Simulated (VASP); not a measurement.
## BaHf: relaxation of cell and atoms with PBE

Crystal: BaHf.

```xyz
2
Lattice="3.9406 0.0000 0.0000 -1.9703 3.4127 0.0000 0.0000 0.0000 3.8435" Properties=species:S:1:pos:R:3 pbc="T T T"
Ba    0.0000    0.0000    0.0000
Hf    1.9703    1.1376    1.9217
```

| Property | Result |
| --- | --- |
| Program | VASP 6.6.1 |
| Task | relaxation of cell and atoms |
| Functional | PBE |
| Potentials or basis | VASP PAW PBE potentials, release 64 (Ba_sv, Hf_pv) |
| Cutoff | 600 eV |
| k mesh | 6 × 6 × 4 |
| Occupations | gaussian, width 0.1 eV |
| Spin | no spin polarisation |
| Dipole correction | no |
| Further INCAR settings | ALGO = Normal; EDIFF = 1e-06; IBRION = 2; EDIFFG = -0.04; NSW = 90; ISIF = 3 |

- Relaxed volume: 31.74 Å³/atom
- Relaxed cell: a = 3.445 Å, b = 3.445 Å, c = 6.177 Å, α = 90.00°, β = 90.00°, γ = 120.00°
- Space group after relaxing (to 0.1 Å): P-6m2 (No. 187)
- Energy gained by relaxing: 1119.0 meV/atom
- Ionic steps: 14
- Pressure after relaxing: 0.1 GPa
- Band gap on the k mesh: zero (bands 10 and 11 overlap by 1.29 eV)

Step by step:
```
step  energy change (eV)  largest force (eV/Å)  pressure (GPa)  volume (Å³)
   1              0.0000                0.0000           16.71        51.69
   2             -1.0162                0.0000            0.07        74.47
   3             -1.0251                0.0000           -0.63        76.92
   4             -1.0255                0.0000           -0.94        78.12
   5             -1.2588                0.0000           -1.60        77.99
   6             -1.9581                0.0000           -3.38        75.24
   7             -1.3657                0.0000            4.29        61.49
   8             -2.1177                0.0000           -3.35        73.08
   9             -2.1415                0.0000           -3.29        72.29
  10             -2.1622                0.0000            3.74        58.02
  11             -2.2360                0.0000           -0.40        64.08
  12             -2.2362                0.0000           -0.28        63.83
  13             -2.2362                0.0000           -0.20        63.67
  14             -2.2381                0.0000            0.05        63.48
```

Final structure:
```
Ba Hf
1.0
     3.44475    0.00000    0.00000
    -1.72237    2.98324    0.00000
     0.00000    0.00000    6.17720
Ba Hf
1 1
Direct
  0.00000 0.00000 0.00000
  0.66667 0.33333 0.50000
```

Levels at points of the mesh, in eV from the Fermi level:
| k point | band 7 | band 8 | band 9 | band 10 | band 11 | band 12 | band 13 | band 14 |
| --- | --- | --- | --- | --- | --- | --- | --- | --- |
| (0.00, 0.00, 0.00) | -12.13 | -5.25 | -1.32 | 0.90 | 1.31 | 1.31 | 2.87 | 2.87 |
| (0.50, 0.00, 0.00) | -12.81 | -2.08 | -1.41 | -1.40 | 0.27 | 0.93 | 1.54 | 1.67 |
| (0.00, 0.00, 0.50) | -12.13 | -4.37 | -1.60 | 0.39 | 0.49 | 1.26 | 1.26 | 2.20 |
| (0.50, 0.00, 0.50) | -12.81 | -2.66 | -1.49 | -0.72 | -0.38 | 1.02 | 2.29 | 3.44 |

Run time: 4.4 min on 1 thread of Oxide Virtual Turin-like Processor, with other jobs on the host, peak memory 0.17 GiB.

Caveat: the k points lie up to 0.35 Å⁻¹ apart in the final cell, too coarse for converged energies and pressures of a metal; the volume moved by over 15 % at a fixed basis, so the end points are rough; spin-orbit coupling is left out, which moves the levels of the heavy elements.
